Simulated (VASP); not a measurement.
A run of VASP 6.6.1:

INCAR

```
SYSTEM = ZrN
PREC = Accurate
ENCUT = 600
EDIFF = 1E-6
ISMEAR = -1
SIGMA = 0.15
LREAL = .FALSE.
LASPH = .TRUE.
NELM = 120
ALGO = Normal
ISIF = 2
LWAVE = .FALSE.
LCHARG = .FALSE.
GGA = RP
NBANDS = 16
GGA_COMPAT = .FALSE.
```

File KPOINTS:

```
regular mesh
0
G
  8 8 8
  0 0 0
```

POSCAR

```
ZrN
1.0
    3.2526910000      0.0000000000      0.0000000000
    1.6263455000      2.8169130367      0.0000000000
    1.6263455000      0.9389710122      2.6558110803
Zr N
1 1
Direct
    0.5000000000      0.5000000000      0.5000000000
    0.0000000000      0.0000000000      0.0000000000
```

Potentials or basis: VASP PAW PBE potentials, release 64 (Zr_sv, N).

Launch:

```sh
$ cat potpaw_PBE.64/Zr_sv/POTCAR potpaw_PBE.64/N/POTCAR > POTCAR
$ mpirun -np 1 vasp_std > vasp.out
```

Hardware: 1 thread of Intel(R) Xeon(R) Platinum 8488C (Sapphire Rapids), with other jobs on the host.

Task: Estimate the wall time of this run.

Result: Wall time 20 s on 1 thread of Intel(R) Xeon(R) Platinum 8488C (Sapphire Rapids), on a shared host, peak memory 0.16 GiB. Counts: scf iterations 13, k points 29.
